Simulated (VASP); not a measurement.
Here is a VASP 6.6.1 calculation.

File INCAR:

```
SYSTEM = Si15C17
ALGO     = Normal         ! electronic algorithm
EDIFF    = 1E-6           ! SCF threshold, eV
ENCUT    = 520            ! plane-wave cutoff, eV
GGA      = PE             ! functional
ISIF     = 2              ! what is computed and relaxed
ISMEAR   = 0              ! smearing method
LASPH    = .True.         ! aspherical terms in the spheres
LCHARG   = .True.         ! write CHGCAR
LELF     = .True.         ! ELF
LREAL    = Auto         
LVHAR    = .True.       
LWAVE    = .False.        ! write WAVECAR
NBANDS   = 86             ! bands
NELM     = 60             ! most SCF steps
PREC     = Accurate       ! precision mode
SIGMA    = 0.01           ! smearing width, eV
```

Contents of KPOINTS:

```
k-points
0
Gamma
  2 2 2
  0 0 0
```

The input POSCAR:

```
Si15C17
1.0
    6.1882403624     -0.0000000001      0.0000000000
   -3.0941201812     -5.3591733585      0.0000000000
    0.0000000000      0.0000000000    -10.1293391981
C Si
17 15
Direct
    0.1666666667      0.3333333333      0.0637743471
    0.1666666667      0.3333333333      0.2298095493
    0.6658780731      0.3317561462      0.2505069564
    0.1682438538      0.8341219269      0.2505069564
    0.6658780731      0.8341219269      0.2505069564
    0.8338073838      0.1669036919      0.7499185172
    0.3330963081      0.1669036919      0.7499185172
    0.8333333333      0.6666666667      0.7579363820
    0.3330963081      0.6661926162      0.7499185172
    0.0010557762      0.0021115525      0.4971377858
    0.5000000000      0.0000000000      0.5004113392
    0.0010557762      0.4989442238      0.4971377858
    0.4978884475      0.4989442238      0.4971377858
    0.0146942838      0.0293885677      1.0063401781
    0.5000000000      0.0000000000      0.9985521573
    0.0146942838      0.4853057162      1.0063401781
    0.4706114323      0.4853057162      1.0063401781
    0.6642562333      0.3285124666      0.0634746759
    0.1714875334      0.8357437667      0.0634746759
    0.6642562333      0.8357437667      0.0634746759
    0.8341264724      0.1670632362      0.5616015187
    0.3329367638      0.1670632362      0.5616015187
    0.8333333333      0.6666666667      0.5615498869
    0.3329367638      0.6658735276      0.5616015187
    0.0013036159      0.4986963841      0.3067816049
    0.4973927681      0.4986963841      0.3067816049
    0.0013036159      1.0026072319      0.3067816049
    0.5000000000      1.0000000000      0.3133051118
    0.0031527001      0.4968472999      0.8160934644
    0.4936945997      0.4968472999      0.8160934644
    0.0031527001      1.0063054003      0.8160934644
    0.5000000000      1.0000000000      0.8111051213
```

Potentials or basis: VASP PAW PBE potentials, release 64 (C, Si).

Run with:

```console
$ cat potpaw_PBE.64/C/POTCAR potpaw_PBE.64/Si/POTCAR > POTCAR
$ mpirun -np 1 vasp_std > vasp.out
```

Question: What does it give for the largest force?

Answer: 0.015 eV/Å.

Question: Predict the pressure.

Answer: -5.8 GPa.

Question: Predict the band gap on the k mesh.

Answer: 1.99 eV.

Stress tensor (GPa, compression positive):
```
-5.20  0.00  0.00
 0.00 -5.20  0.00
 0.00  0.00 -7.02
```

Caveat: the k points lie up to 0.59 Å⁻¹ apart.
